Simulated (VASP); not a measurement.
# NiO2 (P-3m1) in VASP: relaxation of shape and atoms at fixed volume with r2SCAN

Aim: the relaxation of shape and atoms at fixed volume of NiO2 with r2SCAN.

Everything below comes from runs of VASP 6.6.1. Logs are shortened: lines on timing, memory, paths and dates and some standing lists are left out, and cuts for length are marked.

### Step 1. The cell of the first run

It takes space group P-3m1 (No. 164, trigonal). Conventional cell: a = 2.748 Å, b = 2.748 Å, c = 4.560 Å, α = 90.00°, β = 90.00°, γ = 120.00°. Ni (site symmetry -3m) has 6 O at 1.84 Å within 2.4 Å. Within 2.5 Å of O (site symmetry 3m) lie 3 Ni at 1.84 Å and 3 O at 2.44 Å.

### Step 2. Relaxation of shape and atoms at fixed volume, r2SCAN (9.94 Å³/atom)

Input file POSCAR:

```
NiO2
1.0
    2.7481921211      0.0000000000      0.0000000000
   -1.3740960606      2.3800041914      0.0000000000
    0.0000000000      0.0000000000      4.5604578211
Ni O
1 2
Direct
    0.0000000000      0.0000000000      0.5000000000
    0.6666666667      0.3333333333      0.7038965614
    0.3333333333      0.6666666667      0.2961034386
```

Input file INCAR.step1:

```
ALGO = Normal
EDIFF = 1E-5
EDIFFG = -0.005
ENCUT = 770
GGA = PE
GGA_COMPAT = False
IBRION = 2
ISIF = 3
ISMEAR = 0
LASPH = True
LCHARG = False
LREAL = False
LWAVE = True
NELM = 120
NELMIN = 4
NSW = 100
PREC = Accurate
SIGMA = 0.02
```

Input file INCAR.step2:

```
ALGO = Normal
EDIFF = 1E-7
EDIFFG = -0.01
ENCUT = 770
GGA_COMPAT = False
IBRION = 2
ISIF = 4
ISMEAR = 0
ISTART = 1
LASPH = True
LCHARG = False
LMIXTAU = True
LREAL = False
LWAVE = False
METAGGA = R2SCAN
NELM = 120
NELMIN = 4
NSW = 50
PREC = Accurate
SIGMA = 0.02
```

Input file KPOINTS:

```
k-points
0
Gamma
  12 12 6
```

Potentials or basis: VASP PAW PBE potentials, release 64 (Ni_sv_GW, O).

Command:

```
$ cat potpaw_PBE.64/Ni_sv_GW/POTCAR potpaw_PBE.64/O/POTCAR > POTCAR
$ cp INCAR.step1 INCAR
$ mpirun -np 1 vasp_std > vasp.out
$ cp INCAR.step2 INCAR
$ mpirun -np 1 vasp_std > vasp.out
```

OUTCAR:

```text
EDIFF = 1E-7
   EDIFFG = -0.01
   ENCUT = 770
   IBRION = 2
   ISIF = 4
   ISMEAR = 0
   ISTART = 1
   LASPH = True
   LREAL = False
   METAGGA = R2SCAN
   NELM = 120
   NELMIN = 4
   NSW = 50
   PREC = Accurate

 ion  position               nearest neighbor table
   1  0.000  0.000  0.500-   2 1.84   3 1.84   2 1.84   3 1.84   2 1.84   3 1.84
   2  0.667  0.333  0.704-   1 1.84   1 1.84   1 1.84
   3  0.333  0.667  0.296-   1 1.84   1 1.84   1 1.84

  LATTYP: Found a hexagonal cell.
 ALAT       =     2.7481921211
 C/A-ratio  =     1.6594392314

  Lattice vectors:

 A1 = (   2.7481921211,   0.0000000000,   0.0000000000)
 A2 = (  -1.3740960606,   2.3800041914,   0.0000000000)
 A3 = (   0.0000000000,   0.0000000000,   4.5604578211)

Analysis of symmetry for initial positions (statically):
=====================================================================
 Subroutine PRICEL returns:
 Original cell was already a primitive cell.

 Routine SETGRP: Setting up the symmetry group for a
 hexagonal supercell.

 Subroutine GETGRP returns: Found 12 space group operations
 (whereof 12 operations were pure point group operations)
 out of a pool of 24 trial point group operations.

The static configuration has the point symmetry D_3d.

Analysis of symmetry for dynamics (positions and initial velocities):
=====================================================================
 Subroutine PRICEL returns:
 Original cell was already a primitive cell.

 Routine SETGRP: Setting up the symmetry group for a
 hexagonal supercell.

 Subroutine GETGRP returns: Found 12 space group operations
 (whereof 12 operations were pure point group operations)
 out of a pool of 24 trial point group operations.

The dynamic configuration has the point symmetry D_3d.

 Subroutine INISYM returns: Found 12 space group operations
 (whereof 12 operations are pure point group operations),
 and found     1 'primitive' translations

----------------------------------------------------------------------------------------

                                     Primitive cell

  volume of cell :      29.8286

  direct lattice vectors                    reciprocal lattice vectors
     2.748192121  0.000000000  0.000000000     0.363875579  0.210083664  0.000000000
[... 95 lines left out ...]
   ISYM   =      2    0-nonsym 1-usesym 2-fastsym
   POTIM  = 0.5000    time-step for ionic-motion
   TEBEG  =    0.0;   TEEND  =   0.0 temperature during run
   PSTRESS=    0.0 pullay stress
   NELECT =      30.0000    total number of electrons
   NUPDOWN=      -1.0000    fix difference up-down
   EMIN   =  10.00;   EMAX   =-10.00  energy-range for DOS
   EFERMI =   0.00;   METHOD = LEGACY
   ISMEAR =     0;   SIGMA  =   0.02  broadening in eV -4-tet -1-fermi 0-gaus
   EFERMI_NEDOS =   21; number of points for ismear=-14 and -15
   IALGO  =     38    algorithm
   IMIX   =      4    mixing-type and parameters
     AMIX     =   0.40;   BMIX     =  1.00
     AMIX_MAG =   1.60;   BMIX_MAG =  1.00
  volume/ion in A,a.u.               =       9.94        67.10
  Fermi-wavevector in a.u.,A,eV,Ry     =   1.640228  3.099581 36.604396  2.690347
  Thomas-Fermi vector in A             =   2.730901
   LORBIT       =      0    0 simple, 1 ext, 2 COOP (PROOUT), +10 PAW based schemes
   METAGGA = R2SCAN    functional components
   LHFCALC =     F    Hartree Fock is set to
   AEXX    =    0.0000 exact exchange contribution
   IVDW    =     0    specifies the selected vdW correction
   LEPSILON=     F    determine dielectric tensor
   LRPA    =     F    only Hartree local field effects (RPA)
 conjugate gradient relaxation of ions
 non-spin polarized calculation
 Gauss-broadening in eV      SIGMA  =   0.02
  energy-cutoff  :      770.00
  volume of cell :       29.83
 maximum number of plane-waves:      1472
 NGX is ok and might be reduce to    28
   NGX = 13   NGY = 13   NGZ = 21

--------------------------------------- Ionic step        1  -------------------------------------------

 number of electron      29.9999999 magnetization

 Free energy of the ion-electron system (eV)
  ---------------------------------------------------
  ext. energy  EPLUGINS =         0.00000000
  ---------------------------------------------------
  free energy    TOTEN  =       -27.54419214 eV

  energy without entropy =      -27.54419214  energy(sigma->0) =      -27.54419214

------------------------ aborting loop because EDIFF is reached ----------------------------------------

  FORCE on cell =-STRESS in cart. coord.  units (eV):
  Direction    XX          YY          ZZ          XY          YZ          ZX
  --------------------------------------------------------------------------------------
  -------------------------------------------------------------------------------------
  Total        1.6878784      1.6878784      0.9629796     -0.0000000     -0.0000000     -0.0000000
  in kB       90.6605779     90.6605779     51.7242760     -0.0000000     -0.0000000     -0.0000000
  external PRESSURE =      77.6818106 kB  Pullay stress =       0.0000000 kB
[... 135 lines left out ...]
--------------------------------------- Ionic step        5  -------------------------------------------

 number of electron      30.0000009 magnetization

 Free energy of the ion-electron system (eV)
  ---------------------------------------------------
  ext. energy  EPLUGINS =         0.00000000
  ---------------------------------------------------
  free energy    TOTEN  =       -27.56801223 eV

  energy without entropy =      -27.56801223  energy(sigma->0) =      -27.56801223

 E-fermi :   2.5163     XC(G=0): -12.1256

 val. band max:        2.1416451916   @ k =   0.0833   0.0833   0.5000
 cond. band min:       3.5106113212   @ k =   0.2500   0.0000   0.3333
 fundamental gap:      1.3689661297
 Fermi energy:         2.5163172758

 k-point     1 :       0.0000    0.0000    0.0000
  band No.  band energies     occupation
      1    -105.7790      2.00000
      2     -64.7313      2.00000
      3     -64.7313      2.00000
      4     -64.4839      2.00000
      5     -18.5158      2.00000
      6     -15.9531      2.00000
[... 505 lines left out ...]
      6     -16.0450      2.00000
[... 11 lines left out ...]
     18      12.4547      0.00000
     19      15.5788      0.00000

 [... further k-points ...]

------------------------ aborting loop because EDIFF is reached ----------------------------------------

  FORCE on cell =-STRESS in cart. coord.  units (eV):
  Direction    XX          YY          ZZ          XY          YZ          ZX
  --------------------------------------------------------------------------------------
  -------------------------------------------------------------------------------------
  Total        0.0414001      0.0414001      0.0661194     -0.0000000      0.0000000      0.0000000
  in kB        2.2237107      2.2237107      3.5514563     -0.0000000      0.0000000      0.0000000
  external PRESSURE =       2.6662926 kB  Pullay stress =       0.0000000 kB
[... 18 lines left out ...]
  FREE ENERGIE OF THE ION-ELECTRON SYSTEM (eV)
  ---------------------------------------------------
  free  energy   TOTEN  =       -27.5680122258 eV

  energy  without entropy=      -27.5680122258  energy(sigma->0) =      -27.56801223

 reached required accuracy - stopping structural energy minimisation
```

OUTCAR.step1:

```text
EDIFF = 1E-5
   EDIFFG = -0.005
   ENCUT = 770
   GGA = PE
   IBRION = 2
   ISIF = 3
   ISMEAR = 0
   LASPH = True
   LREAL = False
[... 937 lines left out ...]
  -------------------------------------------------------------------------------------
  Total       -0.0030149     -0.0030149      0.0145131      0.0000000      0.0000000      0.0000000
  in kB       -0.1463226     -0.1463226      0.7043660      0.0000000      0.0000000      0.0000000
  external PRESSURE =       0.1372403 kB  Pullay stress =       0.0000000 kB
[... 18 lines left out ...]
  FREE ENERGIE OF THE ION-ELECTRON SYSTEM (eV)
  ---------------------------------------------------
  free  energy   TOTEN  =       -18.5066442298 eV

  energy  without entropy=      -18.5066442298  energy(sigma->0) =      -18.50664423

 reached required accuracy - stopping structural energy minimisation
```

OSZICAR.step1:

```text
N       E                     dE             d eps       ncg     rms          rms(c)
DAV:   1     0.399469783167E+03    0.39947E+03   -0.23699E+04  5785   0.646E+03
DAV:   2     0.372022493585E+01   -0.39575E+03   -0.37927E+03  5980   0.116E+03
[... 275 lines left out ...]
  33 F= -.18506644E+02 E0= -.18506644E+02  d E =-.114374E-04
       N       E                     dE             d eps       ncg     rms          rms(c)
DAV:   1    -0.185066457044E+02    0.48938E-07   -0.13950E-04  5154   0.905E-01    0.120E-02
DAV:   2    -0.185066473899E+02   -0.16855E-05   -0.28862E-05  1946   0.489E-01    0.166E-02
DAV:   3    -0.185066443294E+02    0.30605E-05   -0.15495E-05  1900   0.350E-01    0.380E-03
DAV:   4    -0.185066442298E+02    0.99556E-07   -0.14475E-06  1900   0.596E-02
  34 F= -.18506644E+02 E0= -.18506644E+02  d E =-.114599E-04
```

It took 30 min on 1 thread of Intel Xeon 6975P-C (Granite Rapids), shared host; peak memory 0.29 GiB.

What came out:

| Item | Value |
| --- | --- |
| Free energy | -27.5680 eV |
| Energy gained by relaxing | 7.9 meV/atom |
| Ionic steps | 5 |
| Pressure after relaxing | 0.3 GPa |
| Largest force after relaxing | 0.007 eV/Å |
| Band gap on the k mesh | 1.37 eV (least direct gap 1.56 eV) |

Forces on the atoms (eV/Å):
```
Ni   0.000  0.000  0.000
O    0.000  0.000 -0.007
O    0.000  0.000  0.007
```

Stress tensor (GPa, compression positive):
```
0.22 0.00 0.00
0.00 0.22 0.00
0.00 0.00 0.36
```

Step by step:
```csv
step,energy change (eV),largest force (eV/Å),pressure (GPa),volume (Å³)
1,0.0000,0.5274,7.77,29.83
2,-0.0188,0.0214,2.79,29.83
3,-0.0196,0.1143,1.47,29.83
4,-0.0234,0.0428,0.63,29.83
5,-0.0238,0.0073,0.27,29.83
```

Final structure:
```
Ni O
1.0
     2.78090    0.00000    0.00000
    -1.39045    2.40833    0.00000
     0.00000    0.00000    4.45382
Ni O
1 2
Direct
  0.00000 0.00000 0.50000
  0.66667 0.33333 0.71091
  0.33333 0.66667 0.28909
```

Caveat: the PAW data sets were made with another functional, which shifts forces and pressure a little; the run has no spin polarisation, though such a crystal can be magnetic. A k mesh can miss the band edges.
